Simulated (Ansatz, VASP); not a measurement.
TiB: VASP beside Ansatz

```
CELL_PARAMETERS angstrom
0.00000 2.47672 2.47672
2.47672 0.00000 2.47672
2.47672 2.47672 0.00000
ATOMIC_POSITIONS crystal
Ti 0.75000 0.75000 0.75000
B 0.00000 0.00000 0.00000
```

Alike in both runs: functional r2SCAN; k mesh 14 × 14 × 14; occupations gaussian, width 0.1 eV; no spin polarisation.

Ansatz relaxed the structure, and its values are those at the end. VASP's run is a single point on that final structure, the one shown.

|  | VASP | Ansatz |
| --- | --- | --- |
| version | VASP 6.6.1 | Ansatz 0.2.0 |
| potentials or method | VASP PAW PBE potentials, release 64 (Ti_sv, B), cutoff 520 eV | scalar-relativistic, plane waves, PAW |
| valence electrons in the cell | 15 | 15 |

VASP gave:

- gap on the k mesh at the Fermi level (eV): none
- pressure (GPa): 0.3

Problem. Estimate Ansatz's values.

Solution. gap on the k mesh at the Fermi level (eV): none; pressure (GPa): 0.0.

VASP's potentials were made for PBE, not for r2SCAN. A gap of «none» marks a metal or a gap that the smearing closes.
